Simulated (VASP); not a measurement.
**Ge: single point with PBE**

Ge:

```
Ge
1.0
     0.00000    2.82900    2.82900
     2.82900    0.00000    2.82900
     2.82900    2.82900    0.00000
Ge
2
Direct
  0.00000 0.00000 0.00000
  0.25000 0.25000 0.25000
```

```yaml
Program: VASP 6.6.1
Task: single point
Functional: PBE
Potentials_or_basis: VASP PAW PBE potentials, release 64 (Ge_d)
Cutoff: 500 eV
k_mesh: 6 × 6 × 6
Occupations: gaussian, width 0.1 eV
Spin: no spin polarisation
Dipole_correction: no
Further_INCAR_settings: ALGO = Normal; EDIFF = 1e-06; NBANDS = 21
```

* Pressure: 3.5 GPa

Levels at points of the mesh, in eV from the Fermi level:
```
           k point  band 12  band 13  band 14  band 15  band 16  band 17
(0.00, 0.00, 0.00)    -0.05    -0.05    -0.05    -0.02     2.50     2.50
(0.50, 0.00, 0.00)    -7.65    -1.46    -1.46     0.13     3.69     3.69
(0.50, 0.50, 0.00)    -8.94    -3.13    -3.13     0.70     0.70     9.46
```

Wall time 25 s on 1 thread of Intel Xeon 8259CL (shared host), peak memory 0.16 GiB.
